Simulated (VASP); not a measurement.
Pt, 1 atom in the cell. It takes space group Immm (No. 71, orthorhombic). The conventional cell has a = 2.707 Å, b = 2.831 Å, c = 3.916 Å, α = 90.00°, β = 90.00°, γ = 90.00°. Within 3.6 Å of Pt (site symmetry mmm) lie 12 Pt at 2.71 to 2.83 Å.  This cell differs from its parent crystal: strain +0.0450 x Voigt [0, 0, 0, 0, 0, 1].

```yaml
Program: VASP 6.6.1
Task: single point
Functional: LDA
Potentials_or_basis: VASP PAW LDA potentials, release 64 (Pt)
Cutoff: 520 eV
k_mesh: 20 × 20 × 20
Occupations: gaussian, width 0.15 eV
Spin: no spin polarisation
Dipole_correction: no
Further_INCAR_settings: ALGO = Fast; EDIFF = 1e-07; NBANDS = 11
```

Potentials or basis: VASP PAW LDA potentials, release 64 (Pt).

Command:

```bash
$ cat potpaw_LDA.64/Pt/POTCAR > POTCAR
$ mpirun -np 1 vasp_std > vasp.out
```

Hardware: 1 thread of AMD EPYC 9R45 96-Core Processor (Zen 5), on a shared host.

Problem. Estimate the wall time of this run.

Solution. Run time: 2.1 min on 1 thread of AMD EPYC 9R45 96-Core Processor (Zen 5), with other jobs on the host, peak memory 0.27 GiB. Counts: scf iterations 14, k points 1166.
